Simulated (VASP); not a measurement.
# Ag (P6_3/mmc) in VASP: further runs, part 2 of 2

VASP 6.6.1. The steps go on from the part before.

### 6 Single point, PBE (18.40 Å³/atom)

This run uses another cell than the first one, of 18.40 Å³/atom.

The input, INCAR:

```
ALGO     = Normal         # electronic algorithm
EDIFF    = 1E-6           # SCF threshold, eV
ENCUT    = 520            # plane-wave cutoff, eV
GGA      = PE             # functional
ISIF     = 2              # what is computed and relaxed
ISMEAR   = -1             # smearing method
LASPH    = T              # aspherical terms in the spheres
LCHARG   = F              # write CHGCAR
LREAL    = F              # projectors in reciprocal space
LWAVE    = F              # write WAVECAR
NBANDS   = 30             # bands
NELM     = 80             # most SCF steps
PREC     = Accurate       # precision mode
SIGMA    = 0.08           # smearing width, eV
```

The input, KPOINTS:

```
k-points
0
Gamma
  14 14 4
```

The input, POSCAR:

```
Ag
1.0
    2.9053133657      0.0000000000      0.0000000000
   -1.4526566828      2.5160751807      0.0000000000
    0.0000000000      0.0000000000     10.0662270956
Ag
4
Direct
    0.3333333333      0.6666666667      0.2500000000
    0.6666666667      0.3333333333      0.7500000000
    0.0000000000      0.0000000000      0.0000000000
    0.0000000000      0.0000000000      0.5000000000
```

Potentials or basis: VASP PAW PBE potentials, release 64 (Ag).

Command:

```
$ cat potpaw_PBE.64/Ag/POTCAR > POTCAR
$ mpirun -np 1 vasp_std > vasp.out
```

OUTCAR:

```text
EDIFF = 1E-6
   ENCUT = 520
   GGA = PE
   ISIF = 2
   ISMEAR = -1
   LASPH = T
   LREAL = F
   NELM = 80
   PREC = Accurate

 ion  position               nearest neighbor table
   1  0.333  0.667  0.250-   3 3.02   4 3.02   3 3.02   4 3.02   3 3.02   4 3.02
   2  0.667  0.333  0.750-   3 3.02   4 3.02   3 3.02   4 3.02   3 3.02   4 3.02
   3  0.000  0.000  0.000-   1 3.02   2 3.02   2 3.02   1 3.02   2 3.02   1 3.02
   4  0.000  0.000  0.500-   1 3.02   2 3.02   2 3.02   1 3.02   2 3.02   1 3.02

  LATTYP: Found a hexagonal cell.
 ALAT       =     2.9053133657
 C/A-ratio  =     3.4647646668

  Lattice vectors:

 A1 = (   2.9053133657,   0.0000000000,   0.0000000000)
 A2 = (  -1.4526566828,   2.5160751807,   0.0000000000)
 A3 = (   0.0000000000,   0.0000000000,  10.0662270956)

Analysis of symmetry for initial positions (statically):
=====================================================================
 Subroutine PRICEL returns:
 Original cell was already a primitive cell.

 Routine SETGRP: Setting up the symmetry group for a
 hexagonal supercell.

 Subroutine GETGRP returns: Found 24 space group operations
 (whereof 12 operations were pure point group operations)
 out of a pool of 24 trial point group operations.

The static configuration has the point symmetry D_3d.
 The point group associated with its full space group is D_6h.

Analysis of symmetry for dynamics (positions and initial velocities):
=====================================================================
 Subroutine PRICEL returns:
 Original cell was already a primitive cell.

 Routine SETGRP: Setting up the symmetry group for a
 hexagonal supercell.

 Subroutine GETGRP returns: Found 24 space group operations
 (whereof 12 operations were pure point group operations)
 out of a pool of 24 trial point group operations.
[... 121 lines left out ...]
   ISMEAR =    -1;   SIGMA  =   0.08  broadening in eV -4-tet -1-fermi 0-gaus
   EFERMI_NEDOS =   21; number of points for ismear=-14 and -15
   IALGO  =     38    algorithm
   IMIX   =      4    mixing-type and parameters
     AMIX     =   0.40;   BMIX     =  1.00
     AMIX_MAG =   1.60;   BMIX_MAG =  1.00
  volume/ion in A,a.u.               =      18.40       124.14
  Fermi-wavevector in a.u.,A,eV,Ry     =   1.379213  2.606334 25.881383  1.902228
  Thomas-Fermi vector in A             =   2.504203
   LORBIT       =      0    0 simple, 1 ext, 2 COOP (PROOUT), +10 PAW based schemes
   GGA     = PE    functional components
   LHFCALC =     F    Hartree Fock is set to
   AEXX    =    0.0000 exact exchange contribution
   IVDW    =     0    specifies the selected vdW correction
   LEPSILON=     F    determine dielectric tensor
   LRPA    =     F    only Hartree local field effects (RPA)
 non-spin polarized calculation
  energy-cutoff  :      520.00
  volume of cell :       73.58
 maximum number of plane-waves:      2035
 NGX is ok and might be reduce to    24
   NGX = 11   NGY = 11   NGZ = 37

 number of electron      43.9999995 magnetization

 Free energy of the ion-electron system (eV)
  ---------------------------------------------------
  ext. energy  EPLUGINS =         0.00000000
  ---------------------------------------------------
  free energy    TOTEN  =       -10.81283461 eV

  energy without entropy =      -10.78569236  energy(sigma->0) =      -10.79926348

 E-fermi :   7.4008     XC(G=0): -11.7584

 val. band max:        7.3964398483   @ k =   0.3571   0.1429   0.5000
 cond. band min:       7.4176243416   @ k =   0.3571  -0.0000   0.2500
 fundamental gap:      0.0211844932
 Fermi energy:         7.4008206382

 k-point     1 :       0.0000    0.0000    0.0000
  band No.  band energies     occupation
      1       0.1901      2.00000
      2       1.3263      2.00000
      3       1.3283      2.00000
      4       1.4071      2.00000
      5       2.6560      2.00000
      6       2.8865      2.00000
[... 781 lines left out ...]
     29      13.8493      0.00000
     30      16.0152      0.00000

 [... further k-points ...]

------------------------ aborting loop because EDIFF is reached ----------------------------------------

  FORCE on cell =-STRESS in cart. coord.  units (eV):
  Direction    XX          YY          ZZ          XY          YZ          ZX
  --------------------------------------------------------------------------------------
  -------------------------------------------------------------------------------------
  Total       -0.2862982     -0.2862982     -2.3154287     -0.0000000     -0.0000000     -0.0000000
  in kB       -6.2337001     -6.2337001    -50.4148721     -0.0000000     -0.0000000     -0.0000000
  external PRESSURE =     -20.9607574 kB  Pullay stress =       0.0000000 kB

 VOLUME and BASIS-vectors are now :
 -----------------------------------------------------------------------------
  energy-cutoff  :      520.00
  volume of cell :       73.58
      direct lattice vectors                 reciprocal lattice vectors
     2.905313366  0.000000000  0.000000000     0.344196950  0.198722202  0.000000000
    -1.452656683  2.516075181  0.000000000     0.000000000  0.397444404  0.000000000
     0.000000000  0.000000000 10.066227096     0.000000000  0.000000000  0.099342086

 POSITION                                       TOTAL-FORCE (eV/Angst)
 -----------------------------------------------------------------------------------
     -0.00000      1.67738      2.51656        -0.000000     -0.000000      0.000000
      1.45266      0.83869      7.54967         0.000000      0.000000      0.000000
      0.00000      0.00000      0.00000         0.000000      0.000000      0.000000
      0.00000      0.00000      5.03311         0.000000      0.000000      0.000000
 -----------------------------------------------------------------------------------
    total drift:                               -0.000000      0.000000     -0.000000

  FREE ENERGIE OF THE ION-ELECTRON SYSTEM (eV)
  ---------------------------------------------------
  free  energy   TOTEN  =       -10.8128346081 eV

  energy  without entropy=      -10.7856923613  energy(sigma->0) =      -10.79926348
```

OSZICAR:

```text
N       E                     dE             d eps       ncg     rms          rms(c)
DAV:   1     0.290074165877E+03    0.29007E+03   -0.22552E+04  4328   0.144E+03
DAV:   2    -0.550584367450E+01   -0.29558E+03   -0.28057E+03  4464   0.328E+02
DAV:   3    -0.117016648684E+02   -0.61958E+01   -0.61580E+01  5004   0.537E+01
DAV:   4    -0.117301644561E+02   -0.28500E-01   -0.28493E-01  4590   0.351E+00
DAV:   5    -0.117304534635E+02   -0.28901E-03   -0.28901E-03  4986   0.384E-01    0.865E+00
DAV:   6    -0.108424833497E+02    0.88797E+00   -0.28174E+00  4560   0.136E+01    0.584E+00
DAV:   7    -0.108219004772E+02    0.20583E-01   -0.31220E-02  4800   0.112E+00    0.343E+00
DAV:   8    -0.108127778230E+02    0.91227E-02   -0.23940E-03  4626   0.363E-01    0.114E-01
DAV:   9    -0.108127991039E+02   -0.21281E-04   -0.67360E-05  4968   0.944E-02    0.311E-02
DAV:  10    -0.108128304593E+02   -0.31355E-04   -0.20598E-05  4662   0.381E-02    0.222E-02
DAV:  11    -0.108128349223E+02   -0.44630E-05   -0.30424E-06  4394   0.130E-02    0.107E-03
DAV:  12    -0.108128346081E+02    0.31421E-06   -0.69100E-08  2490   0.186E-03
   1 F= -.10812835E+02 E0= -.10799263E+02  d E =-.271422E-01
```

stdout:

```text
POSCAR found type information on POSCAR Ag
 POSCAR found :  1 types and       4 ions
 scaLAPACK will be used
 LDA part: xc-table for (Slater+PW92), standard interpolation
 POSCAR, INCAR and KPOINTS ok, starting setup
 FFT: planning ... GRIDC
 FFT: planning ... GRID_SOFT
 FFT: planning ... GRID
 WAVECAR not read
 entering main loop
```

Run time: 50 s. Hardware: 1 thread of Intel Xeon 6975P-C (Granite Rapids), shared host; peak memory 0.27 GiB.

What came out:

```
Free energy            : -10.8128 eV
Pressure               : -2.1 GPa
Band gap on the k mesh : zero (bands 22 and 23 overlap by 6.06 eV)
```

### 7 Summary

```csv
cell,gap on the mesh (eV),pressure (GPa)
"a = 2.896, b = 2.896, c = 10.033 Å, angles 90.0, 90.0, 120.0°, 4 atoms",none,-1.3
"a = 2.924, b = 2.924, c = 10.132 Å, angles 90.0, 90.0, 120.0°, 4 atoms",none,-3.5
"a = 2.847, b = 2.847, c = 9.865 Å, angles 90.0, 90.0, 120.0°, 4 atoms",none,3.5
"a = 2.877, b = 2.877, c = 9.967 Å, angles 90.0, 90.0, 120.0°, 4 atoms",none,0.4
"a = 2.905, b = 2.905, c = 10.066 Å, angles 90.0, 90.0, 120.0°, 4 atoms",none,-2.1
```

Alike in all rows: task single point; level PBE; potentials or basis VASP PAW PBE potentials, release 64 (Ag); no spin polarisation; k mesh 14 × 14 × 4; cutoff (eV) 520; smearing fermi-dirac 0.08 eV.

Caveats: the cell stands under tension (at least some runs); the cell stands under pressure (at least some runs).

Total energies depend on the potentials used, so only differences within one code and one set of settings carry meaning.
